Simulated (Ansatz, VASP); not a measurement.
**Ge3Pd in VASP and in Ansatz**

The input INCAR:

```
SYSTEM = Ge3Pd
ALGO     = Normal         ! electronic algorithm
EDIFF    = 1E-7           ! SCF threshold, eV
ENCUT    = 520            ! plane-wave cutoff, eV
GGA      = PE             ! functional
ISIF     = 2              ! what is computed and relaxed
ISMEAR   = -1             ! smearing method
LASPH    = .True.         ! aspherical terms in the spheres
LCHARG   = .False.        ! write CHGCAR
LREAL    = .False.        ! projectors in reciprocal space
LWAVE    = .False.        ! write WAVECAR
NBANDS   = 34             ! bands
NELM     = 60             ! most SCF steps
PREC     = Accurate       ! precision mode
SIGMA    = 0.05           ! smearing width, eV
```

Contents of KPOINTS:

```
k-points
0
Gamma
  7 7 7
  0 0 0
```

The input POSCAR:

```
Ge3Pd
1.0
    4.0574681928      0.0000000000      0.0000000000
    0.0000000000      4.0574681928      0.0000000000
    0.0000000000      0.0000000000      4.0574681928
Pd Ge
1 3
Direct
    0.0000000000      0.0000000000      0.0000000000
    0.5000000000      0.5000000000      0.0000000000
    0.5000000000      0.0000000000      0.5000000000
    0.0000000000      0.5000000000      0.5000000000
```

Contents of input.yaml:

```yaml
crystal:
  lattice:
    - [4.0574681928, 0.0, 0.0]
    - [0.0, 4.0574681928, 0.0]
    - [0.0, 0.0, 4.0574681928]
  atoms:
    - { symbol: Pd, position: [0.0, 0.0, 0.0] }
    - { symbol: Ge, position: [0.5, 0.5, 0.0] }
    - { symbol: Ge, position: [0.5, 0.0, 0.5] }
    - { symbol: Ge, position: [0.0, 0.5, 0.5] }
hamiltonian:
  xc: pbe
  pseudopotentials: { kind: paw }
kpoints:
  mp_grid: { grid: [7, 7, 7] }
scf:
  occupations: { method: fermi_dirac, width: 0.05 }
output:
  forces: true
  stress: true
  eigenvalues: true
  write_density: true
  write_potential: true
  elf: true
  volumetric_format: npy
```

Alike in both runs: task single point; functional PBE; k mesh 7 × 7 × 7; occupations fermi-dirac, width 0.05 eV; no spin polarisation.

```csv
,VASP,Ansatz
version,VASP 6.6.1,Ansatz 0.2.0
potentials or method,"VASP PAW PBE potentials, release 64 (Pd, Ge_d)",Ansatz PAW
plane-wave cutoff (eV),520,420
valence electrons in the cell,52,60
```

|  | VASP | Ansatz | Ansatz less VASP |
| --- | --- | --- | --- |
| gap on the k mesh at the Fermi level (eV) | none | none | - |
| pressure (GPa) | 6.2 | 6.1 | -0.08 |

A gap of «none» marks a metal or a gap that the smearing closes. With one functional, cell and mesh, what is left measures potentials, basis and numerics. VASP's potentials hold 52 valence electrons a cell and Ansatz's 60, so a difference there can come from the potentials and not from the codes.
